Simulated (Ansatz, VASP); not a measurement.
## SnSe2 in VASP and in Ansatz

The input INCAR:

```
SYSTEM = SnSe2
PREC = Accurate ; ENCUT = 520
EDIFF = 1E-6 ; ISMEAR = 0
SIGMA = 0.05 ; LREAL = .FALSE.
LASPH = .TRUE. ; NELM = 100
ALGO = Normal ; ISIF = 2
LWAVE = .FALSE. ; LCHARG = .FALSE.
GGA = PS ; NBANDS = 20
```

The input KPOINTS:

```
regular mesh
0
G
  12 12 6
  0 0 0
```

File POSCAR:

```
SnSe2
1.0
    3.8109987816      0.0000000000      0.0000000000
   -1.9054993908      3.3004217586      0.0000000000
    0.0000000000      0.0000000000      6.1370000000
Sn Se
1 2
Direct
    0.0000000000      0.0000000000      0.0000000000
    0.3053730849      0.6107461697      0.2290298137
    0.6387064182      0.2774128364      0.7290298137
```

Input for Ansatz:

```yaml
crystal:
  lattice:
    - [3.8109987816, 0.0, 0.0]
    - [-1.9054993908, 3.3004217586, 0.0]
    - [0.0, 0.0, 6.137]
  atoms:
    - { symbol: Sn, position: [0.0, 0.0, 0.0] }
    - { symbol: Se, position: [0.3053730849, 0.6107461697, 0.2290298137] }
    - { symbol: Se, position: [0.6387064182, 0.2774128364, 0.7290298137] }
basis:
  ecutwfc: 420
kpoints:
  mp_grid: { grid: [12, 12, 6] }
hamiltonian:
  xc: pbesol
scf:
  occupations: { method: gaussian, width: 0.05 }
output:
  forces: true
  stress: true
  eigenvalues: true
```

Change from the starting cell: all Se atoms moved +0.225 Å, as atom 2 towards its neighbour atom 1 (Sn) at 2.682 Å.

Alike in both runs: task single point; functional PBEsol; k mesh 12 × 12 × 6; occupations gaussian, width 0.05 eV; no spin polarisation.

|  | VASP | Ansatz |
| --- | --- | --- |
| version | VASP 6.6.1 | Ansatz 0.2.0 |
| potentials or method | VASP PAW PBE potentials, release 64 (Sn_d, Se), cutoff 520 eV | scalar-relativistic, plane waves, PAW |
| valence electrons in the cell | 26 | 46 |

VASP gave:

- gap on the k mesh at the Fermi level (eV): 0.35
- least direct gap on the mesh (eV): 0.63
- pressure (GPa): 3.7
- traceless stress, the component that is largest in VASP (GPa): 2.58
- rms of the force components (eV/Å): 1.158

What did Ansatz give for the same quantities?

gap on the k mesh at the Fermi level (eV): 0.36; least direct gap on the mesh (eV): 0.64; pressure (GPa): 3.6; traceless stress, the component that is largest in VASP (GPa): 2.58; rms of the force components (eV/Å): 1.149.

VASP's potentials were made for PBE, not for PBEsol. Atom by atom the forces differ by 0.012 eV/Å (rms over components). VASP's potentials hold 26 valence electrons a cell and Ansatz's 46, so a difference there can come from the potentials and not from the codes.
